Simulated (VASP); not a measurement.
# Ba (Im-3m) in VASP: notebook

Runs on Ba. Level: RPBE. Tasks: single point.

All numbers are computed with VASP 6.6.1; they aren't measurements. Logs are shortened: lines on timing, memory, paths and dates and some standing lists are left out, and cuts for length are marked.

## 1. The cell of the first run

It takes space group Im-3m (No. 229, cubic). The conventional cell has a = 5.350 Å, b = 5.350 Å, c = 5.350 Å, α = 90.00°, β = 90.00°, γ = 90.00°.

## 2. Single point, RPBE (76.55 Å³/atom)

Input file INCAR:

```
SYSTEM = Ba
ALGO = Normal
EDIFF = 1E-6
ENCUT = 520
GGA = RP
ISIF = 2
ISMEAR = -1
LASPH = .True.
LCHARG = .True.
LELF = .True.
LREAL = .False.
LVHAR = .True.
LWAVE = .False.
NBANDS = 11
NELM = 60
PREC = Accurate
SIGMA = 0.1
```

Input file KPOINTS:

```
k-points
0
Gamma
  14 14 14
  0 0 0
```

Input file POSCAR:

```
Ba
1.0
   -2.6747707196      2.6747707196      2.6747707196
    2.6747707196     -2.6747707196      2.6747707196
    2.6747707196      2.6747707196     -2.6747707196
Ba
1
Direct
    0.0000000000      0.0000000000      0.0000000000
```

Potentials or basis: VASP PAW PBE potentials, release 64 (Ba_sv).

Launch:

```sh
> cat potpaw_PBE.64/Ba_sv/POTCAR > POTCAR
> mpirun -np 1 vasp_std > vasp.out
```

OUTCAR:

```text
SYSTEM = Ba
   EDIFF = 1E-6
   ENCUT = 520
   GGA = RP
   ISIF = 2
   ISMEAR = -1
   LASPH = .True.
   LREAL = .False.
   NELM = 60
   PREC = Accurate

 ion  position               nearest neighbor table
   1  0.000  0.000  0.000-

  LATTYP: Found a body centered cubic cell.
 ALAT       =     5.3495414392

  Lattice vectors:

 A1 = (  -2.6747707196,   2.6747707196,   2.6747707196)
 A2 = (   2.6747707196,  -2.6747707196,   2.6747707196)
 A3 = (   2.6747707196,   2.6747707196,  -2.6747707196)

Analysis of symmetry for initial positions (statically):
=====================================================================
 Subroutine PRICEL returns:
 Original cell was already a primitive cell.

 Routine SETGRP: Setting up the symmetry group for a
 body centered cubic supercell.

 Subroutine GETGRP returns: Found 48 space group operations
 (whereof 48 operations were pure point group operations)
 out of a pool of 48 trial point group operations.

The static configuration has the point symmetry O_h .

Analysis of symmetry for dynamics (positions and initial velocities):
=====================================================================
 Subroutine PRICEL returns:
 Original cell was already a primitive cell.

 Routine SETGRP: Setting up the symmetry group for a
 body centered cubic supercell.

 Subroutine GETGRP returns: Found 48 space group operations
 (whereof 48 operations were pure point group operations)
 out of a pool of 48 trial point group operations.

The dynamic configuration has the point symmetry O_h .

 Subroutine INISYM returns: Found 48 space group operations
 (whereof 48 operations are pure point group operations),
 and found     1 'primitive' translations

----------------------------------------------------------------------------------------

                                     Primitive cell

  volume of cell :      76.5455

  direct lattice vectors                    reciprocal lattice vectors
    -2.674770720  2.674770720  2.674770720     0.000000000  0.186931910  0.186931910
     2.674770720 -2.674770720  2.674770720     0.186931910  0.000000000  0.186931910
     2.674770720  2.674770720 -2.674770720     0.186931910  0.186931910  0.000000000

  length of vectors
     4.632838785  4.632838785  4.632838785     0.264361643  0.264361643  0.264361643

  position of ions in fractional coordinates (direct lattice)
     0.000000000  0.000000000  0.000000000

  ion indices of the primitive-cell ions
   primitive index   ion index
                 1           1

----------------------------------------------------------------------------------------

 KPOINTS: k-points

Automatic generation of k-mesh.
 Grid dimensions read from file:
 generate k-points for:   14   14   14

 Generating k-lattice:

  Cartesian coordinates                     Fractional coordinates (reciprocal lattice)
     0.000000000  0.013352279  0.013352279     0.071428571  0.000000000  0.000000000
     0.013352279  0.000000000  0.013352279     0.000000000  0.071428571  0.000000000
     0.013352279  0.013352279  0.000000000     0.000000000  0.000000000  0.071428571

  Length of vectors
     0.018882974  0.018882974  0.018882974

  Shift w.r.t. Gamma in fractional coordinates (k-lattice)
     0.000000000  0.000000000  0.000000000

 Subroutine IBZKPT returns following result:
 ===========================================

 Found    104 irreducible k-points:

 Following reciprocal coordinates:
            Coordinates               Weight
  0.000000  0.000000  0.000000      1.000000
  0.071429  0.000000  0.000000     12.000000
  0.142857  0.000000  0.000000     12.000000
  0.214286  0.000000  0.000000     12.000000
  0.285714  0.000000  0.000000     12.000000
  0.357143  0.000000  0.000000     12.000000
[... 16 lines left out ...]
  0.285714  0.285714  0.000000     24.000000
  0.357143  0.285714 -0.000000     24.000000
 [... further k-points ...]
   k-points           NKPTS =    104   k-points in BZ     NKDIM =    104   number of bands    NBANDS=     11
   number of dos      NEDOS =    301   number of ions     NIONS =      1
   total plane-waves  NPLWV =  46656
   dimension x,y,z NGX =    36 NGY =   36 NGZ =   36
   dimension x,y,z NGXF=    72 NGYF=   72 NGZF=   72
   ions per type =               1
   NGX,Y,Z   is equivalent  to a cutoff of  12.92, 12.92, 12.92 a.u.
   NGXF,Y,Z  is equivalent  to a cutoff of  25.84, 25.84, 25.84 a.u.
 SYSTEM =  Ba
   PREC   = accura    normal or accurate (medium, high low for compatibility)
   ISTART =      0    job   : 0-new  1-cont  2-samecut
   ICHARG =      2    charge: 1-file 2-atom 10-const
   ISPIN  =      1    spin polarized calculation?
   LNONCOLLINEAR =      F non collinear calculations
   LSORBIT =      F    spin-orbit coupling
   LASPH  =      T    aspherical Exc in radial PAW
   ENCUT  =  520.0 eV  38.22 Ry    6.18 a.u.   8.61  8.61  8.61*2*pi/ulx,y,z
   NELM   =     60;   NELMIN=  2; NELMDL= -5     # of ELM steps
   EDIFF  = 0.1E-05   stopping-criterion for ELM
   LREAL  =      F    real-space projection
   EDIFFG = 0.1E-04   stopping-criterion for IOM
   NSW    =      0    number of steps for IOM
   IBRION =     -1    ionic relax: 0-MD 1-quasi-New 2-CG
   NFREE  =      0    steps in history (QN), initial steepest desc. (CG)
   ISIF   =      2    stress and relaxation
   ISYM   =      2    0-nonsym 1-usesym 2-fastsym
   POTIM  = 0.5000    time-step for ionic-motion
   TEBEG  =    0.0;   TEEND  =   0.0 temperature during run
   PSTRESS=    0.0 pullay stress
   NELECT =      10.0000    total number of electrons
   NUPDOWN=      -1.0000    fix difference up-down
   EMIN   =  10.00;   EMAX   =-10.00  energy-range for DOS
   EFERMI =   0.00;   METHOD = LEGACY
   ISMEAR =    -1;   SIGMA  =   0.10  broadening in eV -4-tet -1-fermi 0-gaus
   EFERMI_NEDOS =   21; number of points for ismear=-14 and -15
   IALGO  =     38    algorithm
   IMIX   =      4    mixing-type and parameters
     AMIX     =   0.40;   BMIX     =  1.00
     AMIX_MAG =   1.60;   BMIX_MAG =  1.00
  volume/ion in A,a.u.               =      76.55       516.55
  Fermi-wavevector in a.u.,A,eV,Ry     =   0.830682  1.569762  9.388469  0.690033
  Thomas-Fermi vector in A             =   1.943441
   LORBIT       =      0    0 simple, 1 ext, 2 COOP (PROOUT), +10 PAW based schemes
   GGA     = RP    functional components
   LHFCALC =     F    Hartree Fock is set to
   AEXX    =    0.0000 exact exchange contribution
   IVDW    =     0    specifies the selected vdW correction
   LEPSILON=     F    determine dielectric tensor
   LRPA    =     F    only Hartree local field effects (RPA)
 non-spin polarized calculation
  energy-cutoff  :      520.00
  volume of cell :       76.55
 maximum number of plane-waves:      2093
   NGX = 17   NGY = 17   NGZ = 17

 number of electron      10.0000000 magnetization

 number of electron       9.9999999 magnetization

 Free energy of the ion-electron system (eV)
  ---------------------------------------------------
  ext. energy  EPLUGINS =         0.00000000
  ---------------------------------------------------
  free energy    TOTEN  =        -1.69203284 eV

  energy without entropy =       -1.64077962  energy(sigma->0) =       -1.66640623

 E-fermi :   1.1810     XC(G=0):  -6.7065

 val. band max:        1.1783787586   @ k =   0.5000   0.5000   0.2857
 cond. band min:       1.2134702146   @ k =   0.2857   0.2857   0.0714
 fundamental gap:      0.0350914560
 Fermi energy:         1.1810351313

 k-point     1 :       0.0000    0.0000    0.0000
  band No.  band energies     occupation
      1     -28.1227      2.00000
      2     -13.1604      2.00000
      3     -13.1604      2.00000
      4     -13.1604      2.00000
      5      -1.4451      2.00000
      6       2.8071      0.00000
      7       2.8071      0.00000
      8       2.8071      0.00000
      9       3.9418      0.00000
     10       3.9418      0.00000
     11       7.5163      0.00000

 k-point     2 :       0.0714    0.0000    0.0000
  band No.  band energies     occupation
      1     -28.1219      2.00000
      2     -13.1724      2.00000
      3     -13.1643      2.00000
      4     -13.1604      2.00000
      5      -1.3685      2.00000
      6       2.7441      0.00000
      7       2.7736      0.00000
      8       2.8836      0.00000
      9       3.8414      0.00000
     10       3.9387      0.00000
     11       7.5993      0.00000

 k-point     3 :       0.1429    0.0000    0.0000
  band No.  band energies     occupation
      1     -28.1195      2.00000
      2     -13.2059      2.00000
      3     -13.1752      2.00000
      4     -13.1604      2.00000
      5      -1.1466      2.00000
      6       2.5820      0.00000
      7       2.6285      0.00000
      8       3.1105      0.00000
      9       3.6998      0.00000
     10       3.9400      0.00000
     11       7.7736      0.00000

 k-point     4 :       0.2143    0.0000    0.0000
  band No.  band energies     occupation
      1     -28.1160      2.00000
      2     -13.2536      2.00000
      3     -13.1909      2.00000
      4     -13.1605      2.00000
      5      -0.8039      2.00000
      6       2.3562      0.00002
      7       2.3767      0.00001
      8       3.4795      0.00000
      9       3.6974      0.00000
     10       3.9685      0.00000
     11       7.7456      0.00000
[... 239 lines left out ...]
 k-point    22 :       0.3571    0.2143    0.0000
  band No.  band energies     occupation
      1     -28.1040      2.00000
      2     -13.3606      2.00000
      3     -13.2724      2.00000
      4     -13.1849      2.00000
      5       0.8515      1.92856
      6       1.6275      0.02275
      7       1.7863      0.00469
      8       3.8194      0.00000
      9       4.3067      0.00000
     10       5.4243      0.00000
     11       5.8284      0.00000

 k-point    23 :       0.2857    0.2857    0.0000
  band No.  band energies     occupation
      1     -28.1038      2.00000
      2     -13.3479      2.00000
      3     -13.2858      2.00000
      4     -13.1881      2.00000
      5       0.9860      1.75097
      6       1.5191      0.06582
      7       1.7632      0.00591
      8       3.9409      0.00000
      9       4.1807      0.00000
     10       5.2929      0.00000
     11       5.9156      0.00000

 k-point    24 :       0.3571    0.2857   -0.0000
  band No.  band energies     occupation
      1     -28.1032      2.00000
      2     -13.3388      2.00000
      3     -13.3032      2.00000
      4     -13.1894      2.00000
      5       1.1736      1.03696
      6       1.5618      0.04342
      7       1.5889      0.03328
      8       4.0067      0.00000
      9       4.2315      0.00000
     10       4.9967      0.00000
     11       6.2536      0.00000

 [... further k-points ...]

------------------------ aborting loop because EDIFF is reached ----------------------------------------

  FORCE on cell =-STRESS in cart. coord.  units (eV):
  Direction    XX          YY          ZZ          XY          YZ          ZX
  --------------------------------------------------------------------------------------
  -------------------------------------------------------------------------------------
  Total       -0.3325480     -0.3325480     -0.3325480      0.0000000      0.0000000     -0.0000000
  in kB       -6.9605762     -6.9605762     -6.9605762      0.0000000      0.0000000     -0.0000000
  external PRESSURE =      -6.9605762 kB  Pullay stress =       0.0000000 kB

 VOLUME and BASIS-vectors are now :
 -----------------------------------------------------------------------------
  energy-cutoff  :      520.00
  volume of cell :       76.55
      direct lattice vectors                 reciprocal lattice vectors
    -2.674770720  2.674770720  2.674770720     0.000000000  0.186931910  0.186931910
     2.674770720 -2.674770720  2.674770720     0.186931910  0.000000000  0.186931910
     2.674770720  2.674770720 -2.674770720     0.186931910  0.186931910  0.000000000

 POSITION                                       TOTAL-FORCE (eV/Angst)
 -----------------------------------------------------------------------------------
      0.00000      0.00000      0.00000        -0.000000      0.000000     -0.000000
 -----------------------------------------------------------------------------------
    total drift:                               -0.000000      0.000000      0.000000

  FREE ENERGIE OF THE ION-ELECTRON SYSTEM (eV)
  ---------------------------------------------------
  free  energy   TOTEN  =        -1.6920328362 eV

  energy  without entropy=       -1.6407796188  energy(sigma->0) =       -1.66640623
```

Run time: 99 s. Hardware: 1 thread of Intel Xeon 8259CL, shared host; peak memory 0.25 GiB.

What came out:

```yaml
Free_energy: -1.6920 eV
Pressure: -0.7 GPa
Band_gap_on_the_k_mesh: zero (bands 5 and 6 overlap by 0.61 eV)
```

Caveat: the PAW data sets were made with another functional, which shifts forces and pressure a little; spin-orbit coupling is left out, which moves the levels of the heavy elements.

## 3. Single point, RPBE, non-collinear spin, zero start, spin-orbit coupling

This run uses another cell than the first one, of 68.34 Å³/atom.

Input file INCAR:

```
SYSTEM = Ba
PREC = Accurate ; ENCUT = 520
EDIFF = 1E-7 ; ISMEAR = -1
SIGMA = 0.1 ; LREAL = .False.
LASPH = .True. ; NELM = 150
ALGO = Normal ; ISIF = 2
LWAVE = .False. ; LCHARG = .False.
MAGMOM = 0 0 0 ; LORBIT = 11
LSORBIT = .True. ; GGA_COMPAT = .False.
LORBMOM = .True. ; GGA = RP
NBANDS = 21
```

Input file KPOINTS:

```
Automatic mesh
0
Gamma
  9 9 9
  0 0 0
```

Input file POSCAR:

```
Ba
1.0
   -2.5756126701      2.5756126701      2.5756126701
    2.5756126701     -2.5756126701      2.5756126701
    2.5756126701      2.5756126701     -2.5756126701
Ba
1
Direct
    0.0000000000      0.0000000000      0.0000000000
```

Potentials or basis: VASP PAW PBE potentials, release 64 (Ba_sv).

Launch:

```sh
> cat potpaw_PBE.64/Ba_sv/POTCAR > POTCAR
> mpirun -np 1 vasp_ncl > vasp.out
```

OUTCAR:

```text
SYSTEM = Ba
   PREC = Accurate
   ENCUT = 520
   EDIFF = 1E-7
   ISMEAR = -1
   LREAL = .False.
   LASPH = .True.
   NELM = 150
   ISIF = 2
   LORBIT = 11
   LSORBIT = .True.
   GGA = RP

 ion  position               nearest neighbor table
   1  0.000  0.000  0.000-

  LATTYP: Found a body centered cubic cell.
 ALAT       =     5.1512253402

  Lattice vectors:

 A1 = (  -2.5756126701,   2.5756126701,   2.5756126701)
 A2 = (   2.5756126701,  -2.5756126701,   2.5756126701)
 A3 = (   2.5756126701,   2.5756126701,  -2.5756126701)

Analysis of symmetry for initial positions (statically):
=====================================================================
 Subroutine PRICEL returns:
 Original cell was already a primitive cell.
[... 826 lines left out ...]
 ----------------------------------------
            0.000   0.000   0.000

 Spin-Orbit-Coupling matrix elements

 Ion:    1  E_soc:     -0.3941871
 l=   1
     0.0000000    -0.0655535    -0.0655535
    -0.0655535     0.0000000    -0.0655535
    -0.0655535    -0.0655535     0.0000000
 l=   2
     0.0000000     0.0000160     0.0000000     0.0000160    -0.0001603
     0.0000160     0.0000000    -0.0001202     0.0000160    -0.0000401
     0.0000000    -0.0001202     0.0000000    -0.0001202     0.0000000
     0.0000160     0.0000160    -0.0001202     0.0000000    -0.0000401
    -0.0001603    -0.0000401     0.0000000    -0.0000401     0.0000000
 l=   3
     0.0000000     0.0000000     0.0000000     0.0000000     0.0000000     0.0000000     0.0000000
     0.0000000     0.0000000     0.0000000     0.0000000     0.0000000     0.0000000     0.0000000
     0.0000000     0.0000000     0.0000000     0.0000000     0.0000000     0.0000000     0.0000000
     0.0000000     0.0000000     0.0000000     0.0000000     0.0000000     0.0000000     0.0000000
     0.0000000     0.0000000     0.0000000     0.0000000     0.0000000     0.0000000     0.0000000
     0.0000000     0.0000000     0.0000000     0.0000000     0.0000000     0.0000000     0.0000000
     0.0000000     0.0000000     0.0000000     0.0000000     0.0000000     0.0000000     0.0000000

 total charge

# of ion       s       p       d       tot
------------------------------------------
    1        2.064   5.571   0.247   7.882

 magnetization (x)

# of ion       s       p       d       tot
------------------------------------------
    1        0.000   0.000   0.000   0.000

 magnetization (y)

# of ion       s       p       d       tot
------------------------------------------
    1       -0.000   0.000   0.000  -0.000

 magnetization (z)

# of ion       s       p       d       tot
------------------------------------------
    1       -0.000   0.000   0.000  -0.000
```

Wall time 3.2 min (1 thread of Intel Xeon 8259CL, shared host); peak memory 0.4 GiB.

What came out:

| Quantity | Value |
| --- | --- |
| Free energy | -1.9060 eV |
| Pressure | 0.1 GPa |
| Net moment | 0.00 μB per cell |
| Valence electrons inside the program's atomic spheres | Ba 7.88 |

Moments on the atoms (μB; x, y, z):
```
Ba  0.00 0.00 0.00
```

Caveat: the PAW data sets were made with another functional, which shifts forces and pressure a little.
